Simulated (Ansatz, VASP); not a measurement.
## Two plane-wave programs on Zn

```
CELL_PARAMETERS angstrom
3.54363 0.00000 0.00000
0.00000 3.54363 0.00000
0.00000 0.00000 2.53182
ATOMIC_POSITIONS crystal
Zn 0.00000 0.50000 0.75021
Zn 0.50000 0.00000 0.24979
```

Alike in both runs: functional PBE; k mesh 6 × 6 × 8; occupations gaussian, width 0.1 eV; no spin polarisation.

Ansatz relaxed the structure, and its values are those at the end. VASP's run is a single point on that final structure, the one shown.

```csv
,VASP,Ansatz
version,VASP 6.6.1,Ansatz 0.2.0
potentials or method,"VASP PAW PBE potentials, release 64 (Zn), cutoff 520 eV","scalar-relativistic, plane waves, PAW"
valence electrons in the cell,24,24
```

|  | VASP | Ansatz | Ansatz less VASP |
| --- | --- | --- | --- |
| gap on the k mesh at the Fermi level (eV) | none | none | - |
| pressure (GPa) | 0.3 | 0.0 | -0.35 |

A gap of «none» marks a metal or a gap that the smearing closes. The functional is the same, so the differences come from potentials, cutoffs and numerics.
